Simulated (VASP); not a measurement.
# Si3Sn4 (R32) in VASP: a series of runs

Si3Sn4 is run at these levels: PBE; tasks: relaxation of cell and atoms, single point.

Everything below comes from runs of VASP 6.6.1. Logs are shortened: lines on timing, memory, paths and dates and some standing lists are left out, and cuts for length are marked.

### Step 1. The cell of the first run

Symmetry: R32, No. 155, trigonal system. The conventional cell has a = 7.080 Å, b = 7.080 Å, c = 12.583 Å, α = 90.00°, β = 90.00°, γ = 120.00°. Within 2.5 Å of Si (site symmetry 2) lie 1 Sn at 1.89 Å. Within 2.5 Å of Sn (site symmetry 2) lie 1 Si at 1.89 Å. Sn (site symmetry 32) has 6 Si at 3.04 Å and 6 Sn at 3.12 Å within 4.0 Å.

### Step 2. Relaxation of cell and atoms, PBE

File INCAR:

```
PREC     = Accurate       # precision mode
ENCUT    = 600            # plane-wave cutoff, eV
EDIFF    = 1E-6           # SCF threshold, eV
ISMEAR   = 0              # smearing method
SIGMA    = 0.2            # smearing width, eV
LREAL    = F              # projectors in reciprocal space
LASPH    = T              # aspherical terms in the spheres
NELM     = 60             # most SCF steps
ALGO     = Normal         # electronic algorithm
ISIF     = 3              # what is computed and relaxed
LWAVE    = F              # write WAVECAR
LCHARG   = F              # write CHGCAR
GGA      = PE             # functional
IBRION   = 2              # ionic algorithm
NSW      = 36             # ionic steps
EDIFFG   = -0.08          # ionic threshold
```

File KPOINTS:

```
Automatic mesh
0
Gamma
  3 3 3
```

File POSCAR:

```
Si3Sn4
1.0
    3.5400437900      2.0438452400      4.1943363800
   -3.5400437900      2.0438452400      4.1943363800
    0.0000000000     -4.0876904800      4.1943363800
Si Sn
3 4
Direct
    0.6165259100      0.3834740900      0.0000000000
    0.0000000000      0.6165259100      0.3834740900
    0.3834740900      0.0000000000      0.6165259100
    0.3499255100      0.6500744900      0.0000000000
    0.0000000000      0.3499255100      0.6500744900
    0.6500744900      0.0000000000      0.3499255100
    0.5000000000      0.5000000000      0.5000000000
```

Potentials or basis: VASP PAW PBE potentials, release 64 (Si, Sn_d).

Command:

```bash
$ cat potpaw_PBE.64/Si/POTCAR potpaw_PBE.64/Sn_d/POTCAR > POTCAR
$ mpirun -np 1 vasp_std > vasp.out
```

OUTCAR:

```text
PREC = Accurate
   ENCUT = 600
   EDIFF = 1E-6
   ISMEAR = 0
   LREAL = F
   LASPH = T
   NELM = 60
   ISIF = 3
   GGA = PE
   IBRION = 2
   NSW = 36
   EDIFFG = -0.08

 ion  position               nearest neighbor table
   1  0.617  0.383  0.000-   4 1.89   5 2.60   6 2.60   7 3.04   7 3.04
   2  0.000  0.617  0.383-   5 1.89   6 2.60   4 2.60   7 3.04   7 3.04
   3  0.383  0.000  0.617-   6 1.89   5 2.60   4 2.60   7 3.04   7 3.04
   4  0.350  0.650  0.000-   1 1.89   2 2.60   3 2.60   7 3.12   7 3.12
   5  0.000  0.350  0.650-   2 1.89   3 2.60   1 2.60   7 3.12   7 3.12
   6  0.650  0.000  0.350-   3 1.89   2 2.60   1 2.60   7 3.12   7 3.12
   7  0.500  0.500  0.500-   3 3.04   2 3.04   3 3.04   2 3.04   1 3.04   1 3.04   6 3.12   5 3.12
                             6 3.12   5 3.12   4 3.12   4 3.12

  LATTYP: Found a trigonal (rhomboedric) cell.
 ALAT       =     5.8567628541
 COS(alpha) =     0.2693119793

  Lattice vectors:

 A1 = (   3.5400437900,   2.0438452400,   4.1943363800)
 A2 = (  -3.5400437900,   2.0438452400,   4.1943363800)
 A3 = (   0.0000000000,  -4.0876904800,   4.1943363800)

Analysis of symmetry for initial positions (statically):
=====================================================================
 Subroutine PRICEL returns:
 Original cell was already a primitive cell.

 Routine SETGRP: Setting up the symmetry group for a
 trigonal (rhombohedral) supercell.

 Subroutine GETGRP returns: Found  6 space group operations
 (whereof  6 operations were pure point group operations)
 out of a pool of 12 trial point group operations.

The static configuration has the point symmetry D_3 .

Analysis of symmetry for dynamics (positions and initial velocities):
=====================================================================
 Subroutine PRICEL returns:
 Original cell was already a primitive cell.

 Routine SETGRP: Setting up the symmetry group for a
 trigonal (rhombohedral) supercell.

 Subroutine GETGRP returns: Found  6 space group operations
 (whereof  6 operations were pure point group operations)
 out of a pool of 12 trial point group operations.

The dynamic configuration has the point symmetry D_3 .

 Subroutine INISYM returns: Found  6 space group operations
 (whereof  6 operations are pure point group operations),
 and found     1 'primitive' translations

----------------------------------------------------------------------------------------

                                     Primitive cell

  volume of cell :     182.0837

  direct lattice vectors                    reciprocal lattice vectors
     3.540043790  2.043845240  4.194336380     0.141241191  0.081545639  0.079472246
    -3.540043790  2.043845240  4.194336380    -0.141241191  0.081545639  0.079472246
     0.000000000 -4.087690480  4.194336380     0.000000000 -0.163091279  0.079472246

  length of vectors
     5.856762849  5.856762849  5.856762854     0.181423822  0.181423822  0.181423822

  position of ions in fractional coordinates (direct lattice)
     0.616525910  0.383474090  1.000000000
     1.000000000  0.616525910  0.383474090
     0.383474090  1.000000000  0.616525910
     0.349925510  0.650074490  1.000000000
     1.000000000  0.349925510  0.650074490
     0.650074490  1.000000000  0.349925510
     0.500000000  0.500000000  0.500000000

  ion indices of the primitive-cell ions
   primitive index   ion index
                 1           1
                 2           2
                 3           3
                 4           4
                 5           5
                 6           6
                 7           7

----------------------------------------------------------------------------------------

 KPOINTS: Automatic mesh

Automatic generation of k-mesh.
 Grid dimensions read from file:
 generate k-points for:    3    3    3

 Generating k-lattice:

  Cartesian coordinates                     Fractional coordinates (reciprocal lattice)
     0.047080397  0.027181880  0.026490749     0.333333333 -0.000000000 -0.000000000
    -0.047080397  0.027181880  0.026490749    -0.000000000  0.333333333 -0.000000000
     0.000000000 -0.054363760  0.026490749    -0.000000000 -0.000000000  0.333333333

  Length of vectors
     0.060474607  0.060474607  0.060474607

  Shift w.r.t. Gamma in fractional coordinates (k-lattice)
     0.000000000  0.000000000  0.000000000

 Subroutine IBZKPT returns following result:
 ===========================================

 Found      6 irreducible k-points:

 Following reciprocal coordinates:
            Coordinates               Weight
  0.000000  0.000000  0.000000      1.000000
  0.333333  0.000000 -0.000000      6.000000
  0.333333  0.333333 -0.000000      6.000000
 -0.333333  0.333333  0.000000      6.000000
  0.333333  0.333333  0.333333      2.000000
 -0.333333  0.333333  0.333333      6.000000
   k-points           NKPTS =      6   k-points in BZ     NKDIM =      6   number of bands    NBANDS=     40
   number of dos      NEDOS =    301   number of ions     NIONS =      7
   total plane-waves  NPLWV = 110592
   dimension x,y,z NGX =    48 NGY =   48 NGZ =   48
   dimension x,y,z NGXF=    96 NGYF=   96 NGZF=   96
   ions per type =               3   4
   NGX,Y,Z   is equivalent  to a cutoff of  13.62, 13.62, 13.62 a.u.
   NGXF,Y,Z  is equivalent  to a cutoff of  27.25, 27.25, 27.25 a.u.
 SYSTEM =  unknown system
   PREC   = accura    normal or accurate (medium, high low for compatibility)
   ISTART =      0    job   : 0-new  1-cont  2-samecut
   ICHARG =      2    charge: 1-file 2-atom 10-const
   ISPIN  =      1    spin polarized calculation?
   LNONCOLLINEAR =      F non collinear calculations
   LSORBIT =      F    spin-orbit coupling
   LASPH  =      T    aspherical Exc in radial PAW
   ENCUT  =  600.0 eV  44.10 Ry    6.64 a.u.  11.70 11.70 11.70*2*pi/ulx,y,z
   NELM   =     60;   NELMIN=  2; NELMDL= -5     # of ELM steps
   EDIFF  = 0.1E-05   stopping-criterion for ELM
   LREAL  =      F    real-space projection
   EDIFFG = -.8E-01   stopping-criterion for IOM
   NSW    =     36    number of steps for IOM
   IBRION =      2    ionic relax: 0-MD 1-quasi-New 2-CG
   NFREE  =      1    steps in history (QN), initial steepest desc. (CG)
   ISIF   =      3    stress and relaxation
   ISYM   =      2    0-nonsym 1-usesym 2-fastsym
   POTIM  = 0.5000    time-step for ionic-motion
   TEBEG  =    0.0;   TEEND  =   0.0 temperature during run
   PSTRESS=    0.0 pullay stress
   NELECT =      68.0000    total number of electrons
   NUPDOWN=      -1.0000    fix difference up-down
   EMIN   =  10.00;   EMAX   =-10.00  energy-range for DOS
   EFERMI =   0.00;   METHOD = LEGACY
   ISMEAR =     0;   SIGMA  =   0.20  broadening in eV -4-tet -1-fermi 0-gaus
   EFERMI_NEDOS =   21; number of points for ismear=-14 and -15
   IALGO  =     38    algorithm
   IMIX   =      4    mixing-type and parameters
     AMIX     =   0.40;   BMIX     =  1.00
     AMIX_MAG =   1.60;   BMIX_MAG =  1.00
  volume/ion in A,a.u.               =      26.01       175.54
  Fermi-wavevector in a.u.,A,eV,Ry     =   1.178928  2.227852 18.910358  1.389872
  Thomas-Fermi vector in A             =   2.315248
   LORBIT       =      0    0 simple, 1 ext, 2 COOP (PROOUT), +10 PAW based schemes
   GGA     = PE    functional components
   LHFCALC =     F    Hartree Fock is set to
   AEXX    =    0.0000 exact exchange contribution
   IVDW    =     0    specifies the selected vdW correction
   LEPSILON=     F    determine dielectric tensor
   LRPA    =     F    only Hartree local field effects (RPA)
 conjugate gradient relaxation of ions
 non-spin polarized calculation
 Gauss-broadening in eV      SIGMA  =   0.20
  energy-cutoff  :      600.00
  volume of cell :      182.08
 maximum number of plane-waves:      6101
   NGX = 23   NGY = 23   NGZ = 23

--------------------------------------- Ionic step        1  -------------------------------------------

 number of electron      68.0000000 magnetization

 Free energy of the ion-electron system (eV)
  ---------------------------------------------------
  ext. energy  EPLUGINS =         0.00000000
  ---------------------------------------------------
  free energy    TOTEN  =       -14.70974461 eV

  energy without entropy =      -14.65278707  energy(sigma->0) =      -14.68126584

------------------------ aborting loop because EDIFF is reached ----------------------------------------

  FORCE on cell =-STRESS in cart. coord.  units (eV):
  Direction    XX          YY          ZZ          XY          YZ          ZX
  --------------------------------------------------------------------------------------
  -------------------------------------------------------------------------------------
  Total       58.1364481     58.1364484      4.8847582      0.0000000      0.0000000      0.0000000
  in kB      511.5498098    511.5498122     42.9815928      0.0000000      0.0000000      0.0000000
  external PRESSURE =     355.3604049 kB  Pullay stress =       0.0000000 kB
[... 104 lines left out ...]
  FREE ENERGIE OF THE ION-ELECTRON SYSTEM (eV)
  ---------------------------------------------------
  free  energy   TOTEN  =       -21.3034991157 eV

  energy  without entropy=      -21.2263602921  energy(sigma->0) =      -21.26492970

 E-fermi :   5.4944     XC(G=0):  -8.9257

 val. band max:        5.4671086064   @ k =  -0.3333   0.3333   0.0000
 cond. band min:       5.6542631943   @ k =  -0.3333   0.3333   0.3333
 fundamental gap:      0.1871545879
 Fermi energy:         5.4943829050

 k-point     1 :       0.0000    0.0000    0.0000
  band No.  band energies     occupation
      1     -16.3607      2.00000
      2     -16.3494      2.00000
      3     -16.3494      2.00000
      4     -16.3383      2.00000
      5     -16.3383      2.00000
      6     -16.3134      2.00000
[... 247 lines left out ...]
     39       7.3812      0.00000
     40       7.6477      0.00000

[... ionic steps 4 to 10 ...]

--------------------------------------- Ionic step       11  -------------------------------------------

 number of electron      67.9999980 magnetization

------------------------ aborting loop because EDIFF is reached ----------------------------------------

  FORCE on cell =-STRESS in cart. coord.  units (eV):
  Direction    XX          YY          ZZ          XY          YZ          ZX
  --------------------------------------------------------------------------------------
  -------------------------------------------------------------------------------------
  Total       -1.1874820     -1.1874820     -1.1973491      0.0000000      0.0000000      0.0000000
  in kB       -8.5427262     -8.5427263     -8.6137099      0.0000000      0.0000000      0.0000000
  external PRESSURE =      -8.5663875 kB  Pullay stress =       0.0000000 kB
[... 67 lines left out ...]
  energy  without entropy=      -27.2805364485  energy(sigma->0) =      -27.33134439

--------------------------------------- Ionic step       13  -------------------------------------------

 number of electron      67.9999989 magnetization

 Free energy of the ion-electron system (eV)
  ---------------------------------------------------
  ext. energy  EPLUGINS =         0.00000000
  ---------------------------------------------------
  free energy    TOTEN  =       -27.39591984 eV

  energy without entropy =      -27.29315655  energy(sigma->0) =      -27.34453819

 E-fermi :   5.0412     XC(G=0):  -8.7158

 val. band max:        5.0310724312   @ k =   0.3333   0.3333  -0.0000
 cond. band min:       5.1251671079   @ k =  -0.3333   0.3333   0.3333
 fundamental gap:      0.0940946767
 Fermi energy:         5.0412398692

 k-point     1 :       0.0000    0.0000    0.0000
  band No.  band energies     occupation
      1     -16.8066      2.00000
      2     -16.7850      2.00000
      3     -16.7850      2.00000
      4     -16.7779      2.00000
      5     -16.7779      2.00000
      6     -16.7722      2.00000
[... 281 lines left out ...]
  FREE ENERGIE OF THE ION-ELECTRON SYSTEM (eV)
  ---------------------------------------------------
  free  energy   TOTEN  =       -27.3959198356 eV

  energy  without entropy=      -27.2931565511  energy(sigma->0) =      -27.34453819

 reached required accuracy - stopping structural energy minimisation
```

Run time: 11 min. Hardware: 1 thread of Intel Xeon Platinum 8259CL at 2.50GHz (Skylake/Cascade Lake), shared host; peak memory 0.35 GiB.

What came out:

```
Free energy                            : -27.3959 eV
Relaxed volume                         : 30.97 Å³/atom
Relaxed cell                           : a = 6.120 Å, b = 6.120 Å, c = 6.120 Å, α = 78.38°, β = 78.38°, γ = 78.38°
Space group after relaxing (to 0.05 Å) : R32 (No. 155)
Energy gained by relaxing              : 1812.3 meV/atom
Ionic steps                            : 13
Pressure after relaxing                : 0.1 GPa
Largest force after relaxing           : 0.021 eV/Å
Band gap on the k mesh                 : zero (band 34 reaches 5.13 eV, above the bottom of band 35 at 4.16 eV)
```

Forces in eV/Å, atoms in the order of the input:
```
Si   0.014  0.000  0.000
Si  -0.007  0.012  0.000
Si  -0.007 -0.012  0.000
Sn   0.021  0.000  0.000
Sn  -0.011  0.018  0.000
Sn  -0.011 -0.018  0.000
Sn   0.000  0.000  0.000
```

Step by step:
| step | energy change (eV) | largest force (eV/Å) | pressure (GPa) | volume (Å³) |
| --- | --- | --- | --- | --- |
| 1 | 0.0000 | 18.8283 | 35.54 | 182.08 |
| 2 | -6.3868 | 2.5127 | 0.33 | 369.25 |
| 3 | -6.5938 | 2.4447 | 0.16 | 361.53 |
| 4 | -6.8025 | 2.3864 | -0.01 | 353.92 |
| 5 | -9.8571 | 2.2315 | -0.18 | 260.31 |
| 6 | -11.7939 | 2.1411 | 1.53 | 219.31 |
| 7 | -12.1589 | 0.9907 | 6.05 | 200.23 |
| 8 | -12.1807 | 1.5654 | 4.02 | 206.55 |
| 9 | -12.1951 | 1.4201 | 4.54 | 204.69 |
| 10 | -12.5998 | 0.3729 | -1.66 | 227.23 |
| 11 | -12.6169 | 0.4877 | -0.86 | 222.71 |
| 12 | -12.6724 | 0.2304 | -0.36 | 219.38 |
| 13 | -12.6862 | 0.0212 | 0.14 | 216.78 |

Final structure:
```cif
data_structure
_symmetry_space_group_name_H-M 'P 1'
_symmetry_Int_Tables_number 1
_cell_length_a 6.1197
_cell_length_b 6.1197
_cell_length_c 6.1197
_cell_angle_alpha 78.378
_cell_angle_beta 78.378
_cell_angle_gamma 78.378
_cell_volume 216.78
loop_
_atom_site_label
_atom_site_type_symbol
_atom_site_fract_x
_atom_site_fract_y
_atom_site_fract_z
_atom_site_occupancy
Si1 Si 0.64949 0.35051 0.00000 1
Si2 Si 0.00000 0.64949 0.35051 1
Si3 Si 0.35051 0.00000 0.64949 1
Sn1 Sn 0.31593 0.68407 0.00000 1
Sn2 Sn 0.00000 0.31593 0.68407 1
Sn3 Sn 0.68407 0.00000 0.31593 1
Sn4 Sn 0.50000 0.50000 0.50000 1
```

Caveat: the k points lie up to 0.35 Å⁻¹ apart in the final cell; the volume moved by over 15 % at a fixed basis, so the end points are rough; spin-orbit coupling is left out, which moves the levels of the heavy elements; the relaxation stopped at a loose force limit of 0.08 eV/Å, so its end isn't a converged minimum.

### Step 3. Single point, PBE

This run uses another cell than the first one, of 23.69 Å³/atom, 0.911 times its volume.

File INCAR:

```
PREC = Accurate
ENCUT = 520
EDIFF = 1E-6
ISMEAR = 0
SIGMA = 0.1
LREAL = False
LASPH = True
NELM = 80
ALGO = Fast
ISIF = 2
LWAVE = False
LCHARG = True
GGA = PE
LELF = True
LVHAR = True
NBANDS = 43
```

File KPOINTS:

```
Automatic mesh
0
Gamma
  6 6 6
```

File POSCAR:

```
Si3Sn4
1.0
    5.0695268169      2.9268926724      1.8627430741
   -5.0695268169      2.9268926724      1.8627430741
    0.0000000000     -5.8537853448      1.8627430741
Si Sn
3 4
Direct
    0.5784983801      0.4215016199      0.0000000000
    0.0000000000      0.5784983801      0.4215016199
    0.4215016199      0.0000000000      0.5784983801
    0.1884289639      0.8115710361      0.0000000000
    0.0000000000      0.1884289639      0.8115710361
    0.8115710361      0.0000000000      0.1884289639
    0.5000000000      0.5000000000      0.5000000000
```

Potentials or basis: VASP PAW PBE potentials, release 64 (Si, Sn_d).

Command:

```bash
$ cat potpaw_PBE.64/Si/POTCAR potpaw_PBE.64/Sn_d/POTCAR > POTCAR
$ mpirun -np 1 vasp_std > vasp.out
```

It took 4.1 min on 1 thread of Intel Xeon Platinum 8259CL at 2.50GHz (Skylake/Cascade Lake), shared host; peak memory 0.41 GiB.

The run converged. Its results:

- Free energy: -29.3682 eV
- Pressure: -0.1 GPa
- Largest force: 0.005 eV/Å
- Band gap on the k mesh: zero (band 34 reaches 8.35 eV, above the bottom of band 35 at 7.00 eV)

Forces on the atoms (eV/Å):
```
Si   0.005  0.000  0.000
Si  -0.002  0.004  0.000
Si  -0.002 -0.004  0.000
Sn  -0.001  0.000  0.000
Sn   0.000 -0.001  0.000
Sn   0.000  0.001  0.000
Sn   0.000  0.000  0.000
```

Levels at points of the mesh, in eV from the Fermi level:
```tsv
k point	band 30	band 31	band 32	band 33	band 34	band 35	band 36	band 37	band 38	band 39
(0.00, 0.00, 0.00)	-3.65	-3.39	-3.28	-3.28	0.76	0.76	1.00	1.05	2.45	2.45
(0.50, 0.00, 0.00)	-3.15	-1.88	-1.34	-0.24	-0.07	0.11	1.23	1.29	1.61	2.44
(0.50, 0.50, 0.00)	-2.42	-1.45	-0.91	-0.86	-0.19	0.20	0.40	0.43	0.94	1.38
(0.50, 0.50, 0.50)	-2.43	-1.47	-1.47	-0.77	-0.06	1.08	1.94	1.94	2.92	2.92
```

Caveat: spin-orbit coupling is left out, which moves the levels of the heavy elements.
